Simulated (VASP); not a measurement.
# CdTe (F-43m) in VASP: notebook

Runs on CdTe. Level: PBE. Tasks: single point.

Everything below comes from runs of VASP 6.6.1. Logs are shortened: lines on timing, memory, paths and dates and some standing lists are left out, and cuts for length are marked.

## (1) The cell of the first run

It takes space group F-43m (No. 216, cubic). Conventional cell: a = 6.279 Å, b = 6.279 Å, c = 6.279 Å, α = 90.00°, β = 90.00°, γ = 90.00°. Cd (site symmetry -43m) has 4 Te at 2.72 Å within 3.6 Å. Te (site symmetry -43m) has 4 Cd at 2.72 Å within 3.6 Å.

## (2) Single point, PBE

Input file INCAR:

```
PREC = Accurate
ENCUT = 500
EDIFF = 1E-6
ISMEAR = -1
SIGMA = 0.02
LREAL = False
LASPH = True
NELM = 120
ALGO = Normal
ISIF = 2
LWAVE = False
LCHARG = False
GGA = PE
NBANDS = 16
GGA_COMPAT = False
```

Input file KPOINTS:

```
Automatic mesh
0
Gamma
  6 6 6
```

Input file POSCAR:

```
CdTe
1.0
    0.0000000000      3.1395734784      3.1395734784
    3.1395734784      0.0000000000      3.1395734784
    3.1395734784      3.1395734784      0.0000000000
Cd Te
1 1
Direct
    0.0000000000      0.0000000000      0.0000000000
    0.2500000000      0.2500000000      0.2500000000
```

Potentials or basis: VASP PAW PBE potentials, release 64 (Cd, Te).

The run is started by

```bash
$ cat potpaw_PBE.64/Cd/POTCAR potpaw_PBE.64/Te/POTCAR > POTCAR
$ mpirun -np 1 vasp_std > vasp.out
```

OUTCAR:

```text
PREC = Accurate
   ENCUT = 500
   EDIFF = 1E-6
   ISMEAR = -1
   LREAL = False
   LASPH = True
   NELM = 120
   ISIF = 2
   GGA = PE

 ion  position               nearest neighbor table
   1  0.000  0.000  0.000-   2 2.72   2 2.72   2 2.72   2 2.72
   2  0.250  0.250  0.250-   1 2.72   1 2.72   1 2.72   1 2.72

  LATTYP: Found a face centered cubic cell.
 ALAT       =     6.2791469568

  Lattice vectors:

 A1 = (   0.0000000000,   3.1395734784,   3.1395734784)
 A2 = (   3.1395734784,   0.0000000000,   3.1395734784)
 A3 = (   3.1395734784,   3.1395734784,   0.0000000000)

Analysis of symmetry for initial positions (statically):
=====================================================================
 Subroutine PRICEL returns:
 Original cell was already a primitive cell.

 Routine SETGRP: Setting up the symmetry group for a
 face centered cubic supercell.

 Subroutine GETGRP returns: Found 24 space group operations
 (whereof 24 operations were pure point group operations)
 out of a pool of 48 trial point group operations.

The static configuration has the point symmetry T_d .

Analysis of symmetry for dynamics (positions and initial velocities):
=====================================================================
 Subroutine PRICEL returns:
 Original cell was already a primitive cell.

 Routine SETGRP: Setting up the symmetry group for a
 face centered cubic supercell.

 Subroutine GETGRP returns: Found 24 space group operations
 (whereof 24 operations were pure point group operations)
 out of a pool of 48 trial point group operations.

The dynamic configuration has the point symmetry T_d .

 Subroutine INISYM returns: Found 24 space group operations
 (whereof 24 operations are pure point group operations),
 and found     1 'primitive' translations

----------------------------------------------------------------------------------------

                                     Primitive cell

  volume of cell :      61.8931

  direct lattice vectors                    reciprocal lattice vectors
     0.000000000  3.139573478  3.139573478    -0.159257301  0.159257301  0.159257301
     3.139573478  0.000000000  3.139573478     0.159257301 -0.159257301  0.159257301
     3.139573478  3.139573478  0.000000000     0.159257301  0.159257301 -0.159257301

  length of vectors
     4.440027393  4.440027393  4.440027393     0.275841738  0.275841738  0.275841738

  position of ions in fractional coordinates (direct lattice)
     0.000000000  0.000000000  0.000000000
     0.250000000  0.250000000  0.250000000

  ion indices of the primitive-cell ions
   primitive index   ion index
                 1           1
                 2           2

----------------------------------------------------------------------------------------

 KPOINTS: Automatic mesh

Automatic generation of k-mesh.
 Grid dimensions read from file:
 generate k-points for:    6    6    6

 Generating k-lattice:

  Cartesian coordinates                     Fractional coordinates (reciprocal lattice)
    -0.026542884  0.026542884  0.026542884     0.166666667  0.000000000  0.000000000
     0.026542884 -0.026542884  0.026542884     0.000000000  0.166666667  0.000000000
     0.026542884  0.026542884 -0.026542884     0.000000000  0.000000000  0.166666667

  Length of vectors
     0.045973623  0.045973623  0.045973623

  Shift w.r.t. Gamma in fractional coordinates (k-lattice)
     0.000000000  0.000000000  0.000000000

 Subroutine IBZKPT returns following result:
 ===========================================

 Found     16 irreducible k-points:

 Following reciprocal coordinates:
            Coordinates               Weight
  0.000000  0.000000  0.000000      1.000000
  0.166667  0.000000  0.000000      8.000000
  0.333333  0.000000  0.000000      8.000000
  0.500000  0.000000  0.000000      4.000000
  0.166667  0.166667  0.000000      6.000000
  0.333333  0.166667  0.000000     24.000000
[... 8 lines left out ...]
 -0.333333  0.333333  0.166667     24.000000
 -0.333333  0.500000  0.166667     12.000000
   k-points           NKPTS =     16   k-points in BZ     NKDIM =     16   number of bands    NBANDS=     16
   number of dos      NEDOS =    301   number of ions     NIONS =      2
   total plane-waves  NPLWV =  32768
   dimension x,y,z NGX =    32 NGY =   32 NGZ =   32
   dimension x,y,z NGXF=    64 NGYF=   64 NGZF=   64
   ions per type =               1   1
   NGX,Y,Z   is equivalent  to a cutoff of  11.98, 11.98, 11.98 a.u.
   NGXF,Y,Z  is equivalent  to a cutoff of  23.96, 23.96, 23.96 a.u.
 SYSTEM =  unknown system
   PREC   = accura    normal or accurate (medium, high low for compatibility)
   ISTART =      0    job   : 0-new  1-cont  2-samecut
   ICHARG =      2    charge: 1-file 2-atom 10-const
   ISPIN  =      1    spin polarized calculation?
   LNONCOLLINEAR =      F non collinear calculations
   LSORBIT =      F    spin-orbit coupling
   LASPH  =      T    aspherical Exc in radial PAW
   ENCUT  =  500.0 eV  36.75 Ry    6.06 a.u.   8.10  8.10  8.10*2*pi/ulx,y,z
   NELM   =    120;   NELMIN=  2; NELMDL= -5     # of ELM steps
   EDIFF  = 0.1E-05   stopping-criterion for ELM
   LREAL  =      F    real-space projection
   EDIFFG = 0.1E-04   stopping-criterion for IOM
   NSW    =      0    number of steps for IOM
   IBRION =     -1    ionic relax: 0-MD 1-quasi-New 2-CG
   NFREE  =      0    steps in history (QN), initial steepest desc. (CG)
   ISIF   =      2    stress and relaxation
   ISYM   =      2    0-nonsym 1-usesym 2-fastsym
   POTIM  = 0.5000    time-step for ionic-motion
   TEBEG  =    0.0;   TEEND  =   0.0 temperature during run
   PSTRESS=    0.0 pullay stress
   NELECT =      18.0000    total number of electrons
   NUPDOWN=      -1.0000    fix difference up-down
   EMIN   =  10.00;   EMAX   =-10.00  energy-range for DOS
   EFERMI =   0.00;   METHOD = LEGACY
   ISMEAR =    -1;   SIGMA  =   0.02  broadening in eV -4-tet -1-fermi 0-gaus
   EFERMI_NEDOS =   21; number of points for ismear=-14 and -15
   IALGO  =     38    algorithm
   IMIX   =      4    mixing-type and parameters
     AMIX     =   0.40;   BMIX     =  1.00
     AMIX_MAG =   1.60;   BMIX_MAG =  1.00
  volume/ion in A,a.u.               =      30.95       208.84
  Fermi-wavevector in a.u.,A,eV,Ry     =   1.084638  2.049670 16.006447  1.176441
[... 46 lines left out ...]
      2      -5.3749      2.00000
      3      -5.3749      2.00000
      4      -5.3077      2.00000
      5      -5.0635      2.00000
      6      -5.0635      2.00000
[... 8 lines left out ...]
     15      11.7787      0.00000
     16      11.7951      0.00000

 k-point     3 :       0.3333    0.0000    0.0000
  band No.  band energies     occupation
      1      -8.1262      2.00000
      2      -5.3333      2.00000
      3      -5.3333      2.00000
      4      -5.0585      2.00000
      5      -5.0585      2.00000
      6      -4.9694      2.00000
[... 8 lines left out ...]
     15      12.2547      0.00000
     16      12.2547      0.00000

 k-point     4 :       0.5000    0.0000    0.0000
  band No.  band energies     occupation
      1      -8.0054      2.00000
      2      -5.3174      2.00000
      3      -5.3174      2.00000
      4      -5.0501      2.00000
      5      -5.0501      2.00000
      6      -4.6253      2.00000
[... 8 lines left out ...]
     15      13.7982      0.00000
     16      13.7982      0.00000

 k-point     5 :       0.1667    0.1667    0.0000
  band No.  band energies     occupation
      1      -8.3328      2.00000
      2      -5.3503      2.00000
      3      -5.3503      2.00000
      4      -5.3138      2.00000
      5      -5.0734      2.00000
      6      -5.0519      2.00000
[... 8 lines left out ...]
     15      12.7227      0.00000
     16      13.0268      0.00000

 k-point     6 :       0.3333    0.1667    0.0000
  band No.  band energies     occupation
      1      -8.1281      2.00000
      2      -5.3192      2.00000
      3      -5.3028      2.00000
      4      -5.1444      2.00000
      5      -5.0444      2.00000
      6      -4.9907      2.00000
[... 8 lines left out ...]
     15      13.1705      0.00000
     16      13.1812      0.00000

 k-point     7 :       0.5000    0.1667    0.0000
  band No.  band energies     occupation
      1      -7.9690      2.00000
      2      -5.3005      2.00000
      3      -5.2827      2.00000
      4      -5.0858      2.00000
      5      -5.0466      2.00000
      6      -4.6009      2.00000
[... 8 lines left out ...]
     15      13.5546      0.00000
     16      13.8960      0.00000

 k-point     8 :      -0.3333    0.1667    0.0000
  band No.  band energies     occupation
      1      -8.0080      2.00000
      2      -5.3014      2.00000
      3      -5.3007      2.00000
      4      -5.0675      2.00000
      5      -5.0674      2.00000
      6      -4.7192      2.00000
[... 8 lines left out ...]
     15      12.6165      0.00000
     16      13.8682      0.00000

 k-point     9 :      -0.1667    0.1667    0.0000
  band No.  band energies     occupation
      1      -8.2092      2.00000
      2      -5.3469      2.00000
      3      -5.3292      2.00000
      4      -5.1570      2.00000
      5      -5.0754      2.00000
      6      -5.0364      2.00000
[... 8 lines left out ...]
     15      12.4334      0.00000
     16      13.2701      0.00000

 k-point    10 :       0.3333    0.3333    0.0000
  band No.  band energies     occupation
      1      -8.0093      2.00000
      2      -5.2426      2.00000
      3      -5.2426      2.00000
      4      -5.2004      2.00000
      5      -5.0323      2.00000
      6      -4.8522      2.00000
[... 8 lines left out ...]
     15      13.6845      0.00000
     16      15.7586      0.00000

 k-point    11 :       0.5000    0.3333    0.0000
  band No.  band energies     occupation
      1      -7.8946      2.00000
      2      -5.2478      2.00000
      3      -5.2142      2.00000
      4      -5.1541      2.00000
      5      -5.0339      2.00000
      6      -4.5186      2.00000
[... 8 lines left out ...]
     15      14.2017      0.00000
     16      15.2624      0.00000

 k-point    12 :      -0.3333    0.3333    0.0000
  band No.  band energies     occupation
      1      -7.8953      2.00000
      2      -5.2715      2.00000
      3      -5.2400      2.00000
      4      -5.1004      2.00000
      5      -5.0571      2.00000
      6      -4.4298      2.00000
[... 8 lines left out ...]
     15      12.3945      0.00000
     16      15.7875      0.00000

 k-point    13 :       0.5000    0.5000    0.0000
  band No.  band energies     occupation
      1      -7.8567      2.00000
      2      -5.2163      2.00000
      3      -5.1827      2.00000
      4      -5.1827      2.00000
      5      -5.0225      2.00000
      6      -4.4507      2.00000
[... 8 lines left out ...]
     15      14.2301      0.00000
     16      15.1494      0.00000

 k-point    14 :       0.5000    0.3333    0.1667
  band No.  band energies     occupation
      1      -7.9705      2.00000
      2      -5.2746      2.00000
      3      -5.2673      2.00000
      4      -5.1222      2.00000
      5      -5.0463      2.00000
      6      -4.6910      2.00000
[... 8 lines left out ...]
     15      13.8684      0.00000
     16      15.0362      0.00000

 k-point    15 :      -0.3333    0.3333    0.1667
  band No.  band energies     occupation
      1      -7.8953      2.00000
      2      -5.2666      2.00000
      3      -5.2469      2.00000
      4      -5.0956      2.00000
      5      -5.0602      2.00000
      6      -4.4277      2.00000
[... 8 lines left out ...]
     15      14.0610      0.00000
     16      14.8328      0.00000

 k-point    16 :      -0.3333    0.5000    0.1667
  band No.  band energies     occupation
      1      -7.8586      2.00000
      2      -5.2361      2.00000
      3      -5.2237      2.00000
      4      -5.1263      2.00000
      5      -5.0471      2.00000
      6      -4.3617      2.00000
[... 8 lines left out ...]
     15      14.7204      0.00000
     16      14.9999      0.00000

------------------------ aborting loop because EDIFF is reached ----------------------------------------

  FORCE on cell =-STRESS in cart. coord.  units (eV):
  Direction    XX          YY          ZZ          XY          YZ          ZX
  --------------------------------------------------------------------------------------
  -------------------------------------------------------------------------------------
  Total        3.2081143      3.2081143      3.2081143      0.0000000     -0.0000000     -0.0000000
  in kB       83.0459512     83.0459512     83.0459512      0.0000000     -0.0000000     -0.0000000
  external PRESSURE =      83.0459512 kB  Pullay stress =       0.0000000 kB

 VOLUME and BASIS-vectors are now :
 -----------------------------------------------------------------------------
  energy-cutoff  :      500.00
  volume of cell :       61.89
      direct lattice vectors                 reciprocal lattice vectors
     0.000000000  3.139573478  3.139573478    -0.159257301  0.159257301  0.159257301
     3.139573478  0.000000000  3.139573478     0.159257301 -0.159257301  0.159257301
     3.139573478  3.139573478  0.000000000     0.159257301  0.159257301 -0.159257301

 POSITION                                       TOTAL-FORCE (eV/Angst)
 -----------------------------------------------------------------------------------
      0.00000      0.00000      0.00000        -0.000000     -0.000000     -0.000000
      1.56979      1.56979      1.56979         0.000000      0.000000      0.000000
 -----------------------------------------------------------------------------------
    total drift:                               -0.000000     -0.000000     -0.000000

  FREE ENERGIE OF THE ION-ELECTRON SYSTEM (eV)
  ---------------------------------------------------
  free  energy   TOTEN  =        -4.5668018168 eV

  energy  without entropy=       -4.5668018168  energy(sigma->0) =       -4.56680182
```

Run time: 14 s. Hardware: 1 thread of Intel Xeon 8259CL, shared host; peak memory 0.18 GiB.

What came out:

* Free energy: -4.5668 eV
* Pressure: 8.3 GPa
* Band gap on the k mesh: 1.07 eV

Levels at points of the mesh, in eV from the valence-band top:
```
           k point  band 5  band 6  band 7  band 8  band 9  band 10  band 11  band 12  band 13  band 14
(0.00, 0.00, 0.00)   -8.33   -8.33    0.00    0.00    0.00     1.07     4.52     4.52     4.52     7.57
(0.50, 0.00, 0.00)   -8.32   -7.90   -5.01   -0.93   -0.93     1.91     5.13     5.13     7.09     9.04
(0.50, 0.50, 0.00)   -8.29   -7.72   -4.80   -2.22   -2.22     2.37     2.62     9.39     9.61     9.61
```

Caveat: the cell stands under pressure; spin-orbit coupling is left out, which moves the levels of the heavy elements.

## (3) Single point, PBE

This run uses another cell than the first one, of 31.60 Å³/atom.

Input file INCAR:

```
ALGO = Normal ; EDIFF = 1E-6
ENCUT = 500 ; GGA = PE
GGA_COMPAT = F ; ISIF = 2
ISMEAR = -1 ; LASPH = T
LCHARG = F ; LREAL = F
LWAVE = F ; NBANDS = 16
NELM = 120 ; PREC = Accurate
SIGMA = 0.02
```

Input file KPOINTS:

```
k-points
0
Gamma
  6 6 6
```

Input file POSCAR:

```
CdTe
1.0
    0.0000000000      3.1616838793      3.1616838793
    3.1616838793      0.0000000000      3.1616838793
    3.1616838793      3.1616838793      0.0000000000
Cd Te
1 1
Direct
    0.0000000000      0.0000000000      0.0000000000
    0.2500000000      0.2500000000      0.2500000000
```

Potentials or basis: VASP PAW PBE potentials, release 64 (Cd, Te).

The run is started by

```bash
$ cat potpaw_PBE.64/Cd/POTCAR potpaw_PBE.64/Te/POTCAR > POTCAR
$ mpirun -np 1 vasp_std > vasp.out
```

Wall time 26 s (1 thread of Intel Xeon 8259CL, shared host); peak memory 0.2 GiB.

It converged, with:

```yaml
Free_energy: -4.6291 eV
Pressure: 6.9 GPa
Band_gap_on_the_k_mesh: 1.00 eV
```

Levels at points of the mesh, in eV from the valence-band top:
```
           k point  band 6  band 7  band 8  band 9  band 10  band 11  band 12  band 13
(0.00, 0.00, 0.00)   -8.26    0.00    0.00    0.00     1.00     4.54     4.54     4.54
(0.50, 0.00, 0.00)   -7.84   -4.87   -0.89   -0.89     1.89     5.15     5.15     7.10
(0.50, 0.50, 0.00)   -7.67   -4.68   -2.13   -2.13     2.43     2.63     9.26     9.51
```

Caveat: the cell stands under pressure; spin-orbit coupling is left out, which moves the levels of the heavy elements.

## (4) Single point, PBE

This run uses another cell than the first one, of 32.26 Å³/atom.

Input file INCAR:

```
SYSTEM = CdTe
PREC = Accurate
ENCUT = 500
EDIFF = 1E-6
ISMEAR = -1
SIGMA = 0.02
LREAL = .FALSE.
LASPH = .TRUE.
NELM = 120
ALGO = Normal
ISIF = 2
LWAVE = .FALSE.
LCHARG = .FALSE.
GGA = PE
NBANDS = 16
GGA_COMPAT = .FALSE.
```

Input file KPOINTS:

```
Automatic mesh
0
G
  6 6 6
  0 0 0
```

Input file POSCAR:

```
CdTe
1.0
    0.0000000000      3.1834892848      3.1834892848
    3.1834892848      0.0000000000      3.1834892848
    3.1834892848      3.1834892848      0.0000000000
Cd Te
1 1
Direct
    0.0000000000      0.0000000000      0.0000000000
    0.2500000000      0.2500000000      0.2500000000
```

The run is started by

```bash
$ cat potpaw_PBE.64/Cd/POTCAR potpaw_PBE.64/Te/POTCAR > POTCAR
$ mpirun -np 1 vasp_std > vasp.out
```

Run time: 25 s. Hardware: 1 thread of Intel Xeon 8259CL, shared host; peak memory 0.2 GiB.

Results (log left out):

| Property | Result |
| --- | --- |
| Free energy | -4.6801 eV |
| Pressure | 5.6 GPa |
| Band gap on the k mesh | 0.93 eV |

Levels at points of the mesh, in eV from the valence-band top:
```csv
k point,band 6,band 7,band 8,band 9,band 10,band 11,band 12,band 13
"(0.00, 0.00, 0.00)",-8.19,0.00,0.00,0.00,0.93,4.56,4.56,4.56
"(0.50, 0.00, 0.00)",-7.79,-4.74,-0.86,-0.86,1.87,5.16,5.16,7.10
"(0.50, 0.50, 0.00)",-7.63,-4.58,-2.05,-2.05,2.48,2.65,9.14,9.40
```

Caveat: the cell stands under pressure; spin-orbit coupling is left out, which moves the levels of the heavy elements.

## (5) Single point, PBE

This run uses another cell than the first one, of 33.58 Å³/atom.

Edit INCAR of step 4 so:

```diff
@@ -12,4 +12,6 @@
 LWAVE = .FALSE.
-LCHARG = .FALSE.
+LCHARG = .TRUE.
 GGA = PE
+LELF = .TRUE.
+LVHAR = .TRUE.
 NBANDS = 16
```

Input file KPOINTS:

```
regular mesh
0
G
  6 6 6
  0 0 0
```

Input file POSCAR:

```
CdTe
1.0
    0.0000000000      3.2262257841      3.2262257841
    3.2262257841      0.0000000000      3.2262257841
    3.2262257841      3.2262257841      0.0000000000
Cd Te
1 1
Direct
    0.0000000000      0.0000000000      0.0000000000
    0.2500000000      0.2500000000      0.2500000000
```

The run is started by

```bash
$ cat potpaw_PBE.64/Cd/POTCAR potpaw_PBE.64/Te/POTCAR > POTCAR
$ mpirun -np 1 vasp_std > vasp.out
```

It took 28 s on 1 thread of Intel Xeon 8259CL, shared host; peak memory 0.21 GiB.

It converged, with:

```yaml
Free_energy: -4.7530 eV
Pressure: 3.4 GPa
Band_gap_on_the_k_mesh: 0.81 eV
```

Levels at points of the mesh, in eV from the valence-band top:
| k point | band 5 | band 6 | band 7 | band 8 | band 9 | band 10 | band 11 | band 12 | band 13 | band 14 |
| --- | --- | --- | --- | --- | --- | --- | --- | --- | --- | --- |
| (0.00, 0.00, 0.00) | -8.07 | -8.07 | 0.00 | 0.00 | 0.00 | 0.81 | 4.59 | 4.59 | 4.59 | 7.48 |
| (0.50, 0.00, 0.00) | -8.06 | -7.70 | -4.50 | -0.79 | -0.79 | 1.83 | 5.18 | 5.18 | 7.09 | 8.70 |
| (0.50, 0.50, 0.00) | -8.03 | -7.56 | -4.37 | -1.91 | -1.91 | 2.58 | 2.67 | 8.91 | 9.20 | 9.20 |

Caveat: the cell stands under pressure; spin-orbit coupling is left out, which moves the levels of the heavy elements.

## (6) The runs side by side

```tsv
cell	gap on the mesh (eV)	pressure (GPa)
a = 4.440 Å, angles 60.0°, 2 atoms	1.07	8.3
a = 4.471 Å, angles 60.0°, 2 atoms	1.00	6.9
a = 4.502 Å, angles 60.0°, 2 atoms	0.93	5.6
a = 4.563 Å, angles 60.0°, 2 atoms	0.81	3.4
```

Alike in all rows: task single point; level PBE; potentials or basis VASP PAW PBE potentials, release 64 (Cd, Te); no spin polarisation; k mesh 6 × 6 × 6; cutoff (eV) 500; smearing fermi-dirac 0.02 eV.

Caveats: the cell stands under pressure; spin-orbit coupling is left out, which moves the levels of the heavy elements.

Absolute energies hang on the potentials; compare differences alone.
